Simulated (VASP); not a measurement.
Input of a VASP 6.6.1 run:

The input POSCAR:

```
Bi2Te3
1.0
    2.1957943101      1.2677424361     10.4508714113
   -2.1957943101      1.2677424361     10.4508714113
    0.0000000000     -2.5354848721     10.4508714113
Bi Te
2 3
Direct
    0.6016461472      0.6016461472      0.6016461472
    0.3983538528      0.3983538528      0.3983538528
    0.7864228559      0.7864228559      0.7864228559
    0.2135771441      0.2135771441      0.2135771441
    0.0000000000      0.0000000000      0.0000000000
```

INCAR.step1

```
  PREC = Accurate
  ENCUT = 520
  ISMEAR = 0
  SIGMA = 0.01
  LREAL = F
  LASPH = T
  NELM = 100
  NBANDS = 32
  GGA = PE
  ALGO = Normal
  EDIFF = 1E-4
  LWAVE = T
  LCHARG = F
```

INCAR.step2

```
  PREC = Accurate
  ENCUT = 520
  EDIFF = 1E-6
  ISMEAR = 0
  SIGMA = 0.01
  LREAL = F
  LASPH = T
  NELM = 100
  ALGO = Normal
  ISIF = 2
  LWAVE = F
  LCHARG = F
  METAGGA = R2SCAN
  LMIXTAU = T
  NBANDS = 32
  ISTART = 1
```

The input KPOINTS:

```
Automatic mesh
0
Gamma
  8 8 8
```

Potentials or basis: VASP PAW PBE potentials, release 64 (Bi_d, Te).

Run with:

```bash
$ cat potpaw_PBE.64/Bi_d/POTCAR potpaw_PBE.64/Te/POTCAR > POTCAR
$ cp INCAR.step1 INCAR
$ mpirun -np 1 vasp_std > vasp.out
$ cp INCAR.step2 INCAR
$ mpirun -np 1 vasp_std > vasp.out
```

Q: Predict the largest force.

A: 0.024 eV/Å.

Q: Predict the band gap on the k mesh.

A: 0.68 eV.

Forces on the atoms (eV/Å):
```
Bi   0.000  0.000 -0.024
Bi   0.000  0.000  0.024
Te   0.000  0.000 -0.016
Te   0.000  0.000  0.016
Te   0.000  0.000  0.000
```

Caveat: the PAW data sets were made with another functional, which shifts forces and pressure a little; spin-orbit coupling is left out, which moves the levels of the heavy elements. A k mesh can miss the band edges.
